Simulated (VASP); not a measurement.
# PbS (Fm-3m) in VASP: notebook

The runs below take PbS through single point, with PBE.

All numbers are computed with VASP 6.6.1; they aren't measurements. Logs are shortened: lines on timing, memory, paths and dates and some standing lists are left out, and cuts for length are marked.

**1. The cell of the first run**

It takes space group Fm-3m (No. 225, cubic). The conventional cell has a = 5.890 Å, b = 5.890 Å, c = 5.890 Å, α = 90.00°, β = 90.00°, γ = 90.00°. Pb (site symmetry m-3m) has 6 S at 2.95 Å within 3.9 Å. S (site symmetry m-3m) has 6 Pb at 2.95 Å within 3.9 Å.

**2. Single point, PBE (volume scaled by 0.98)**

The input, INCAR:

```
SYSTEM = PbS
PREC     = Accurate       ! precision mode
ENCUT    = 520            ! plane-wave cutoff, eV
EDIFF    = 1E-7           ! SCF threshold, eV
ISMEAR   = -1             ! smearing method
SIGMA    = 0.01           ! smearing width, eV
LREAL    = .FALSE.        ! projectors in reciprocal space
LASPH    = .TRUE.         ! aspherical terms in the spheres
NELM     = 100            ! most SCF steps
ALGO     = Normal         ! electronic algorithm
ISIF     = 2              ! what is computed and relaxed
LWAVE    = .FALSE.        ! write WAVECAR
LCHARG   = .FALSE.        ! write CHGCAR
GGA      = PE             ! functional
NBANDS   = 17             ! bands
```

The input, KPOINTS:

```
regular mesh
0
G
  8 8 8
  0 0 0
```

The input, POSCAR:

```
PbS
1.0
    0.0000000000      2.9451000715      2.9451000715
    2.9451000715      0.0000000000      2.9451000715
    2.9451000715      2.9451000715      0.0000000000
Pb S
1 1
Direct
    0.0000000000      0.0000000000      0.0000000000
    0.5000000000      0.5000000000      0.5000000000
```

Potentials or basis: VASP PAW PBE potentials, release 64 (Pb_d, S).

Started as:

```sh
$ cat potpaw_PBE.64/Pb_d/POTCAR potpaw_PBE.64/S/POTCAR > POTCAR
$ mpirun -np 1 vasp_std > vasp.out
```

OUTCAR:

```text
SYSTEM = PbS
   PREC = Accurate
   ENCUT = 520
   EDIFF = 1E-7
   ISMEAR = -1
   LREAL = .FALSE.
   LASPH = .TRUE.
   NELM = 100
   ISIF = 2
   GGA = PE

 ion  position               nearest neighbor table
   1  0.000  0.000  0.000-   2 2.95   2 2.95   2 2.95   2 2.95   2 2.95   2 2.95
   2  0.500  0.500  0.500-   1 2.95   1 2.95   1 2.95   1 2.95   1 2.95   1 2.95

  LATTYP: Found a face centered cubic cell.
 ALAT       =     5.8902001430

  Lattice vectors:

 A1 = (   0.0000000000,   2.9451000715,   2.9451000715)
 A2 = (   2.9451000715,   0.0000000000,   2.9451000715)
 A3 = (   2.9451000715,   2.9451000715,   0.0000000000)

Analysis of symmetry for initial positions (statically):
=====================================================================
 Subroutine PRICEL returns:
 Original cell was already a primitive cell.

 Routine SETGRP: Setting up the symmetry group for a
 face centered cubic supercell.

 Subroutine GETGRP returns: Found 48 space group operations
 (whereof 48 operations were pure point group operations)
 out of a pool of 48 trial point group operations.

The static configuration has the point symmetry O_h .

Analysis of symmetry for dynamics (positions and initial velocities):
=====================================================================
 Subroutine PRICEL returns:
 Original cell was already a primitive cell.

 Routine SETGRP: Setting up the symmetry group for a
 face centered cubic supercell.

 Subroutine GETGRP returns: Found 48 space group operations
 (whereof 48 operations were pure point group operations)
 out of a pool of 48 trial point group operations.

The dynamic configuration has the point symmetry O_h .

 Subroutine INISYM returns: Found 48 space group operations
 (whereof 48 operations are pure point group operations),
 and found     1 'primitive' translations

----------------------------------------------------------------------------------------

                                     Primitive cell

  volume of cell :      51.0893

  direct lattice vectors                    reciprocal lattice vectors
     0.000000000  2.945100072  2.945100072    -0.169773518  0.169773518  0.169773518
     2.945100072  0.000000000  2.945100072     0.169773518 -0.169773518  0.169773518
     2.945100072  2.945100072  0.000000000     0.169773518  0.169773518 -0.169773518

  length of vectors
     4.165000464  4.165000464  4.165000464     0.294056359  0.294056359  0.294056359

  position of ions in fractional coordinates (direct lattice)
     0.000000000  0.000000000  0.000000000
     0.500000000  0.500000000  0.500000000

  ion indices of the primitive-cell ions
   primitive index   ion index
                 1           1
                 2           2

----------------------------------------------------------------------------------------

 KPOINTS: regular mesh

Automatic generation of k-mesh.
 Grid dimensions read from file:
 generate k-points for:    8    8    8

 Generating k-lattice:

  Cartesian coordinates                     Fractional coordinates (reciprocal lattice)
    -0.021221690  0.021221690  0.021221690     0.125000000  0.000000000  0.000000000
     0.021221690 -0.021221690  0.021221690     0.000000000  0.125000000  0.000000000
     0.021221690  0.021221690 -0.021221690     0.000000000  0.000000000  0.125000000

  Length of vectors
     0.036757045  0.036757045  0.036757045

  Shift w.r.t. Gamma in fractional coordinates (k-lattice)
     0.000000000  0.000000000  0.000000000

 Subroutine IBZKPT returns following result:
 ===========================================

 Found     29 irreducible k-points:

 Following reciprocal coordinates:
            Coordinates               Weight
  0.000000  0.000000  0.000000      1.000000
  0.125000  0.000000  0.000000      8.000000
  0.250000  0.000000  0.000000      8.000000
  0.375000  0.000000  0.000000      8.000000
  0.500000  0.000000  0.000000      4.000000
  0.125000  0.125000  0.000000      6.000000
[... 16 lines left out ...]
  0.500000  0.250000  0.125000     48.000000
 -0.375000  0.250000  0.125000     24.000000
 [... further k-points ...]
   k-points           NKPTS =     29   k-points in BZ     NKDIM =     29   number of bands    NBANDS=     17
   number of dos      NEDOS =    301   number of ions     NIONS =      2
   total plane-waves  NPLWV =  32768
   dimension x,y,z NGX =    32 NGY =   32 NGZ =   32
   dimension x,y,z NGXF=    64 NGYF=   64 NGZF=   64
   ions per type =               1   1
   NGX,Y,Z   is equivalent  to a cutoff of  12.77, 12.77, 12.77 a.u.
   NGXF,Y,Z  is equivalent  to a cutoff of  25.55, 25.55, 25.55 a.u.
 SYSTEM =  PbS
   PREC   = accura    normal or accurate (medium, high low for compatibility)
   ISTART =      0    job   : 0-new  1-cont  2-samecut
   ICHARG =      2    charge: 1-file 2-atom 10-const
   ISPIN  =      1    spin polarized calculation?
   LNONCOLLINEAR =      F non collinear calculations
   LSORBIT =      F    spin-orbit coupling
   LASPH  =      T    aspherical Exc in radial PAW
   ENCUT  =  520.0 eV  38.22 Ry    6.18 a.u.   7.74  7.74  7.74*2*pi/ulx,y,z
   NELM   =    100;   NELMIN=  2; NELMDL= -5     # of ELM steps
   EDIFF  = 0.1E-06   stopping-criterion for ELM
   LREAL  =      F    real-space projection
   EDIFFG = 0.1E-05   stopping-criterion for IOM
   NSW    =      0    number of steps for IOM
   IBRION =     -1    ionic relax: 0-MD 1-quasi-New 2-CG
   NFREE  =      0    steps in history (QN), initial steepest desc. (CG)
   ISIF   =      2    stress and relaxation
   ISYM   =      2    0-nonsym 1-usesym 2-fastsym
   POTIM  = 0.5000    time-step for ionic-motion
   TEBEG  =    0.0;   TEEND  =   0.0 temperature during run
   PSTRESS=    0.0 pullay stress
   NELECT =      20.0000    total number of electrons
   NUPDOWN=      -1.0000    fix difference up-down
   EMIN   =  10.00;   EMAX   =-10.00  energy-range for DOS
   EFERMI =   0.00;   METHOD = LEGACY
   ISMEAR =    -1;   SIGMA  =   0.01  broadening in eV -4-tet -1-fermi 0-gaus
   EFERMI_NEDOS =   21; number of points for ismear=-14 and -15
   IALGO  =     38    algorithm
   IMIX   =      4    mixing-type and parameters
     AMIX     =   0.40;   BMIX     =  1.00
     AMIX_MAG =   1.60;   BMIX_MAG =  1.00
  volume/ion in A,a.u.               =      25.54       172.38
  Fermi-wavevector in a.u.,A,eV,Ry     =   1.197590  2.263117 19.513768  1.434221
  Thomas-Fermi vector in A             =   2.333501
   LORBIT       =      0    0 simple, 1 ext, 2 COOP (PROOUT), +10 PAW based schemes
   GGA     = PE    functional components
   LHFCALC =     F    Hartree Fock is set to
   AEXX    =    0.0000 exact exchange contribution
   IVDW    =     0    specifies the selected vdW correction
   LEPSILON=     F    determine dielectric tensor
   LRPA    =     F    only Hartree local field effects (RPA)
 non-spin polarized calculation
  energy-cutoff  :      520.00
  volume of cell :       51.09
 maximum number of plane-waves:      1387
   NGX = 15   NGY = 15   NGZ = 15

 number of electron      19.9999996 magnetization

 Free energy of the ion-electron system (eV)
  ---------------------------------------------------
  ext. energy  EPLUGINS =         0.00000000
  ---------------------------------------------------
  free energy    TOTEN  =        -8.73646571 eV

  energy without entropy =       -8.73646570  energy(sigma->0) =       -8.73646570

 E-fermi :   6.2698     XC(G=0):  -9.7814

 val. band max:        6.1275603460   @ k =   0.5000   0.0000   0.0000
 cond. band min:       6.4120013598   @ k =   0.5000   0.0000   0.0000
 fundamental gap:      0.2844410138
 Fermi energy:         6.2698245001

 k-point     1 :       0.0000    0.0000    0.0000
  band No.  band energies     occupation
      1     -10.7581      2.00000
      2     -10.7581      2.00000
      3     -10.7581      2.00000
      4     -10.7421      2.00000
      5     -10.7421      2.00000
      6      -7.6883      2.00000
[... 9 lines left out ...]
     16      12.7773      0.00000
     17      14.6970      0.00000

 k-point     2 :       0.1250    0.0000    0.0000
  band No.  band energies     occupation
      1     -10.7574      2.00000
      2     -10.7553      2.00000
      3     -10.7552      2.00000
      4     -10.7428      2.00000
      5     -10.7428      2.00000
      6      -7.5507      2.00000
[... 9 lines left out ...]
     16      13.1580      0.00000
     17      15.9362      0.00000

 k-point     3 :       0.2500    0.0000    0.0000
  band No.  band energies     occupation
      1     -10.7630      2.00000
      2     -10.7630      2.00000
      3     -10.7561      2.00000
      4     -10.7294      2.00000
      5     -10.7294      2.00000
      6      -7.1674      2.00000
[... 9 lines left out ...]
     16      14.0156      0.00000
     17      18.0676      0.00000

 k-point     4 :       0.3750    0.0000    0.0000
  band No.  band energies     occupation
      1     -10.7742      2.00000
      2     -10.7742      2.00000
      3     -10.7554      2.00000
      4     -10.7125      2.00000
      5     -10.7125      2.00000
      6      -6.6666      2.00000
[... 9 lines left out ...]
     16      15.2481      0.00000
     17      17.9844      0.00000

 k-point     5 :       0.5000    0.0000    0.0000
  band No.  band energies     occupation
      1     -10.7790      2.00000
      2     -10.7790      2.00000
      3     -10.7553      2.00000
      4     -10.7053      2.00000
      5     -10.7053      2.00000
      6      -6.3941      2.00000
[... 9 lines left out ...]
     16      16.1873      0.00000
     17      16.6925      0.00000

 k-point     6 :       0.1250    0.1250    0.0000
  band No.  band energies     occupation
      1     -10.7622      2.00000
      2     -10.7560      2.00000
      3     -10.7489      2.00000
      4     -10.7489      2.00000
      5     -10.7381      2.00000
      6      -7.5020      2.00000
[... 9 lines left out ...]
     16      13.9704      0.00000
     17      15.3963      0.00000

 k-point     7 :       0.2500    0.1250    0.0000
  band No.  band energies     occupation
      1     -10.7742      2.00000
      2     -10.7621      2.00000
      3     -10.7489      2.00000
      4     -10.7378      2.00000
      5     -10.7262      2.00000
      6      -7.1938      2.00000
[... 9 lines left out ...]
     16      14.7656      0.00000
     17      16.6967      0.00000

 k-point     8 :       0.3750    0.1250    0.0000
  band No.  band energies     occupation
      1     -10.7900      2.00000
      2     -10.7593      2.00000
      3     -10.7564      2.00000
      4     -10.7261      2.00000
      5     -10.7099      2.00000
      6      -6.7179      2.00000
[... 9 lines left out ...]
     16      15.8223      0.00000
     17      17.9223      0.00000
[... 203 lines left out ...]
      1     -10.8938      2.00000
      2     -10.7784      2.00000
      3     -10.7220      2.00000
      4     -10.6996      2.00000
      5     -10.6958      2.00000
      6      -6.0042      2.00000
[... 9 lines left out ...]
     16      17.6921      0.00000
     17      17.8905      0.00000

 k-point    20 :      -0.3750    0.3750    0.0000
  band No.  band energies     occupation
      1     -10.8705      2.00000
      2     -10.7618      2.00000
      3     -10.7347      2.00000
      4     -10.7108      2.00000
      5     -10.7007      2.00000
      6      -5.9370      2.00000
[... 9 lines left out ...]
     16      17.1001      0.00000
     17      18.7743      0.00000

 k-point    21 :       0.5000    0.5000    0.0000
  band No.  band energies     occupation
      1     -10.9153      2.00000
      2     -10.7859      2.00000
      3     -10.7142      2.00000
      4     -10.6919      2.00000
      5     -10.6919      2.00000
      6      -5.9244      2.00000
[... 9 lines left out ...]
     16      18.3483      0.00000
     17      18.3488      0.00000

 k-point    22 :       0.3750    0.2500    0.1250
  band No.  band energies     occupation
      1     -10.7964      2.00000
      2     -10.7622      2.00000
      3     -10.7488      2.00000
      4     -10.7266      2.00000
      5     -10.7173      2.00000
      6      -6.8305      2.00000
[... 9 lines left out ...]
     16      15.9899      0.00000
     17      16.3111      0.00000

 k-point    23 :       0.5000    0.2500    0.1250
  band No.  band energies     occupation
      1     -10.8136      2.00000
      2     -10.7576      2.00000
      3     -10.7509      2.00000
      4     -10.7215      2.00000
      5     -10.7092      2.00000
      6      -6.3802      2.00000
[... 9 lines left out ...]
     16      16.3994      0.00000
     17      17.4387      0.00000

 k-point    24 :      -0.3750    0.2500    0.1250
  band No.  band energies     occupation
      1     -10.8199      2.00000
      2     -10.7610      2.00000
      3     -10.7415      2.00000
      4     -10.7269      2.00000
      5     -10.7040      2.00000
      6      -6.1504      2.00000
[... 9 lines left out ...]
     16      17.0130      0.00000
     17      17.3089      0.00000

 [... further k-points ...]

------------------------ aborting loop because EDIFF is reached ----------------------------------------

  FORCE on cell =-STRESS in cart. coord.  units (eV):
  Direction    XX          YY          ZZ          XY          YZ          ZX
  --------------------------------------------------------------------------------------
  -------------------------------------------------------------------------------------
  Total        1.1228798      1.1228798      1.1228798      0.0000000      0.0000000     -0.0000000
  in kB       35.2138636     35.2138636     35.2138636      0.0000000      0.0000000     -0.0000000
  external PRESSURE =      35.2138636 kB  Pullay stress =       0.0000000 kB

 VOLUME and BASIS-vectors are now :
 -----------------------------------------------------------------------------
  energy-cutoff  :      520.00
  volume of cell :       51.09
      direct lattice vectors                 reciprocal lattice vectors
     0.000000000  2.945100072  2.945100072    -0.169773518  0.169773518  0.169773518
     2.945100072  0.000000000  2.945100072     0.169773518 -0.169773518  0.169773518
     2.945100072  2.945100072  0.000000000     0.169773518  0.169773518 -0.169773518

 POSITION                                       TOTAL-FORCE (eV/Angst)
 -----------------------------------------------------------------------------------
      0.00000      0.00000      0.00000         0.000000      0.000000     -0.000000
      2.94510      2.94510      2.94510        -0.000000     -0.000000      0.000000
 -----------------------------------------------------------------------------------
    total drift:                                0.000000     -0.000000     -0.000000

  FREE ENERGIE OF THE ION-ELECTRON SYSTEM (eV)
  ---------------------------------------------------
  free  energy   TOTEN  =        -8.7364657058 eV

  energy  without entropy=       -8.7364657026  energy(sigma->0) =       -8.73646570
```

It took 8.5 s on 1 thread of Intel Xeon 6975P-C (Granite Rapids), shared host; peak memory 0.18 GiB.

What came out:

* Free energy: -8.7365 eV
* Pressure: 3.5 GPa
* Band gap on the k mesh: 0.28 eV, direct

Levels at points of the mesh, in eV from the valence-band top:
| k point | band 7 | band 8 | band 9 | band 10 | band 11 | band 12 | band 13 | band 14 |
| --- | --- | --- | --- | --- | --- | --- | --- | --- |
| (0.00, 0.00, 0.00) | -6.02 | -2.31 | -2.31 | -2.31 | 5.25 | 5.25 | 5.25 | 6.65 |
| (0.50, 0.00, 0.00) | -9.00 | -1.90 | -1.90 | 0.00 | 0.28 | 1.89 | 1.89 | 8.66 |
| (0.50, 0.50, 0.00) | -7.26 | -5.41 | -3.61 | -3.61 | 3.74 | 5.62 | 5.74 | 5.74 |

Caveat: spin-orbit coupling is left out, which moves the levels of the heavy elements. A k mesh can miss the band edges.

**3. Single point, PBE (volume scaled by 0.99)**

The input, INCAR:

```
SYSTEM = PbS
PREC = Accurate
ENCUT = 520
EDIFF = 1E-6
ISMEAR = -1
SIGMA = 0.01
LREAL = .False.
LASPH = .True.
NELM = 100
ALGO = Normal
ISIF = 2
LWAVE = .False.
LCHARG = .False.
GGA = PE
NBANDS = 17
```

The input, KPOINTS:

```
Automatic mesh
0
Gamma
  8 8 8
  0 0 0
```

The input, POSCAR:

```
PbS
1.0
    0.0000000000      2.9550835380      2.9550835380
    2.9550835380      0.0000000000      2.9550835380
    2.9550835380      2.9550835380      0.0000000000
Pb S
1 1
Direct
    0.0000000000      0.0000000000      0.0000000000
    0.5000000000      0.5000000000      0.5000000000
```

Potentials or basis: VASP PAW PBE potentials, release 64 (Pb_d, S).

Started as:

```sh
$ cat potpaw_PBE.64/Pb_d/POTCAR potpaw_PBE.64/S/POTCAR > POTCAR
$ mpirun -np 1 vasp_std > vasp.out
```

It took 8.4 s on 1 thread of Intel Xeon 6975P-C (Granite Rapids), shared host; peak memory 0.18 GiB.

The run converged. Its results:

```
Free energy            : -8.7470 eV
Pressure               : 2.8 GPa
Band gap on the k mesh : 0.32 eV, direct
```

Levels at points of the mesh, in eV from the valence-band top:
```tsv
k point	band 7	band 8	band 9	band 10	band 11	band 12	band 13	band 14
(0.00, 0.00, 0.00)	-6.03	-2.24	-2.24	-2.24	5.23	5.23	5.23	6.69
(0.50, 0.00, 0.00)	-8.93	-1.84	-1.84	0.00	0.32	1.93	1.93	8.66
(0.50, 0.50, 0.00)	-7.23	-5.30	-3.53	-3.53	3.80	5.60	5.71	5.71
```

Caveat: spin-orbit coupling is left out, which moves the levels of the heavy elements. A k mesh can miss the band edges.

**4. Single point, PBE (volume scaled by 1.01)**

The input, INCAR:

```
SYSTEM = PbS
ALGO = Normal ; EDIFF = 1E-6
ENCUT = 520 ; GGA = PE
ISIF = 2 ; ISMEAR = -1
LASPH = .True. ; LCHARG = .False.
LREAL = .False. ; LWAVE = .False.
NBANDS = 17 ; NELM = 80
PREC = Accurate ; SIGMA = 0.01
```

The input, KPOINTS:

```
k-points
0
Gamma
  8 8 8
  0 0 0
```

The input, POSCAR:

```
PbS
1.0
    0.0000000000      2.9748505707      2.9748505707
    2.9748505707      0.0000000000      2.9748505707
    2.9748505707      2.9748505707      0.0000000000
Pb S
1 1
Direct
    0.0000000000      0.0000000000      0.0000000000
    0.5000000000      0.5000000000      0.5000000000
```

Started as:

```sh
$ cat potpaw_PBE.64/Pb_d/POTCAR potpaw_PBE.64/S/POTCAR > POTCAR
$ mpirun -np 1 vasp_std > vasp.out
```

Run time: 7.9 s. Hardware: 1 thread of Intel Xeon 6975P-C (Granite Rapids), shared host; peak memory 0.18 GiB.

It converged, with:

| Property | Result |
| --- | --- |
| Free energy | -8.7619 eV |
| Pressure | 1.6 GPa |
| Band gap on the k mesh | 0.40 eV, direct |

Levels at points of the mesh, in eV from the valence-band top:
```tsv
k point	band 8	band 9	band 10	band 11	band 12	band 13
(0.00, 0.00, 0.00)	-2.12	-2.12	-2.12	5.20	5.20	5.20
(0.50, 0.00, 0.00)	-1.73	-1.73	0.00	0.40	1.99	1.99
(0.50, 0.50, 0.00)	-5.11	-3.37	-3.37	3.91	5.55	5.66
```

Caveat: spin-orbit coupling is left out, which moves the levels of the heavy elements. A k mesh can miss the band edges.

(Continued in part 2 of 2.)
